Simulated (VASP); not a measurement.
Write the native input for VASP 6.6.1 that does the following.

| Item | Value |
| --- | --- |
| Task | single point |
| Functional | PBE |
| Potentials or basis | VASP PAW PBE potentials, release 64 (Al, P) |
| Cutoff | 500 eV |
| k mesh | 6 × 6 × 6 |
| Occupations | gaussian, width 0.1 eV |
| Spin | no spin polarisation |
| Dipole correction | no |
| Further INCAR settings | ALGO = Normal; EDIFF = 1e-06; NBANDS = 11 |

The structure of AlP (pbe) lies in POSCAR:

```
AlP
1.0
    0.0000000000      2.7320000000      2.7320000000
    2.7320000000      0.0000000000      2.7320000000
    2.7320000000      2.7320000000      0.0000000000
Al P
1 1
Direct
    0.0000000000      0.0000000000      0.0000000000
    0.2500000000      0.2500000000      0.2500000000
```

These files were run (other wordings do the same):

INCAR

```
SYSTEM = AlP
ALGO = Normal
EDIFF = 1E-6
ENCUT = 500
GGA = PE
GGA_COMPAT = .False.
ISIF = 2
ISMEAR = 0
LASPH = .True.
LCHARG = .False.
LREAL = .False.
LWAVE = .False.
NBANDS = 11
NELM = 120
PREC = Accurate
SIGMA = 0.1
```

KPOINTS

```
k-points
0
Gamma
  6 6 6
  0 0 0
```

Potentials or basis: VASP PAW PBE potentials, release 64 (Al, P).

The run is started by

```sh
$ cat potpaw_PBE.64/Al/POTCAR potpaw_PBE.64/P/POTCAR > POTCAR
$ mpirun -np 1 vasp_std > vasp.out
```

Results of the run:

- Pressure: 2.0 GPa
- Band gap on the k mesh: 1.58 eV, indirect (least direct gap 3.29 eV)

Run time: 5.5 s on 1 thread of Intel(R) Xeon(R) Platinum 8259CL CPU @ 2.50GHz (Skylake/Cascade Lake), with other jobs on the host, peak memory 0.14 GiB.
